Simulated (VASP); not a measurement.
ZrB2, 3 atoms in the cell. The structure is hexagonal, space group P6/mmm (No. 191). Conventional cell: a = 3.215 Å, b = 3.215 Å, c = 3.580 Å, α = 90.00°, β = 90.00°, γ = 120.00°. Within 3.4 Å of Zr (site symmetry 6/mmm) lie 12 B at 2.58 Å and 6 Zr at 3.21 Å. B (site symmetry -6m2) has 3 B at 1.86 Å within 2.5 Å.  This cell differs from its parent crystal: volume scaled by 1.06.

```yaml
Program: VASP 6.6.1
Task: relaxation of shape and atoms at fixed volume
Functional: PBEsol
Potentials_or_basis: VASP PAW PBE potentials, release 64 (Zr_sv, B)
Cutoff: 600 eV
k_mesh: 18 × 18 × 12
Occupations: gaussian, width 0.1 eV
Spin: no spin polarisation
Dipole_correction: no
Further_INCAR_settings: ALGO = Normal; EDIFF = 1e-06; IBRION = 2; EDIFFG = -0.01; NSW = 50; ISIF = 4
```

Potentials or basis: VASP PAW PBE potentials, release 64 (Zr_sv, B).

Command:

```console
$ cat potpaw_PBE.64/Zr_sv/POTCAR potpaw_PBE.64/B/POTCAR > POTCAR
$ mpirun -np 1 vasp_std > vasp.out
```

Hardware: 1 thread of Intel(R) Xeon(R) Platinum 8488C (Sapphire Rapids), with other jobs on the host.

Question: How long does it take, and how much memory?

Answer: It took 2.1 min on 1 thread of Intel(R) Xeon(R) Platinum 8488C (Sapphire Rapids), on a shared host, peak memory 0.28 GiB. Counts: scf iterations 16, k points 259, ion steps 2.
